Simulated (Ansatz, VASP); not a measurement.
## Two plane-wave programs on Bi

Contents of INCAR:

```
PREC = Accurate
ENCUT = 520
EDIFF = 1E-8
ISMEAR = -1
SIGMA = 0.05
LREAL = False
LASPH = True
NELM = 100
ALGO = Normal
ISIF = 2
LWAVE = False
LCHARG = False
GGA = PS
LEFG = True
NBANDS = 22
```

The input KPOINTS:

```
Automatic mesh
0
Gamma
  9 9 13
```

File POSCAR:

```
Bi
1.0
    3.4885980000     -3.1325780000      0.0000000000
    3.4885980000      3.1325780000      0.0000000000
   -1.2602350000      0.0000000000      3.1135500000
Bi
2
Direct
    0.2469390000      0.2469390000      0.1426180000
    0.7530610000      0.7530610000      0.8573820000
```

Input for Ansatz:

```yaml
crystal:
  lattice:
    - [3.488598, -3.132578, 0.0]
    - [3.488598, 3.132578, 0.0]
    - [-1.260235, 0.0, 3.11355]
  atoms:
    - { symbol: Bi, position: [0.246939, 0.246939, 0.142618] }
    - { symbol: Bi, position: [0.753061, 0.753061, 0.857382] }
kpoints:
  mp_grid: { grid: [9, 9, 13] }
  band_path:
    path:
      - [0.0, 0.0, 0.0]
      - [-0.4846017247, 0.4846017247, 0.0]
      - [-0.5153982753, -0.4846017247, 0.0]
      - [-0.5, -0.5, 0.0]
      - [0.0, 0.0, 0.0]
      - [-0.5, -0.5, 0.5]
      - [-0.6982346966, -0.3017653034, 0.5]
      - [-0.3017653034, 0.3017653034, 0.5]
      - [0.0, 0.0, 0.5]
    npoints: 5
scf:
  occupations: { method: fermi_dirac, width: 0.05 }
hamiltonian:
  xc: pbesol
  pseudopotentials: { kind: paw }
output:
  forces: true
  stress: true
  eigenvalues: true
  efg: { contact_densities: true }
```

Alike in both runs: task electric field gradients; functional PBEsol; k mesh 9 × 9 × 13; occupations fermi-dirac, width 0.05 eV; no spin polarisation.

|  | VASP | Ansatz |
| --- | --- | --- |
| version | VASP 6.6.1 | Ansatz 0.2.0 |
| potentials or method | VASP PAW PBE potentials, release 64 (Bi_d) | PAW with Ansatz's default frozen-core files, scalar-relativistic |
| plane-wave cutoff (eV) | 520 | 420 |
| valence electrons in the cell | 30 | 30 |

|  | VASP | Ansatz | Ansatz less VASP |
| --- | --- | --- | --- |
| pressure (GPa) | -2.5 | -2.4 | +0.07 |
| traceless stress, the component that is largest in VASP (GPa) | 0.19 | 0.18 | -0.007 |
| rms of the force components (eV/Å) | 0.035 | 0.036 | +0.0014 |
| size of Vzz on the site where it differs most (V/Å²) | 105.8 | 111.5 | +5.69 |

VASP's potentials were made for PBE, not for PBEsol. Atom by atom the forces differ by 0.001 eV/Å (rms over components).

Neither program's run includes spin-orbit coupling.
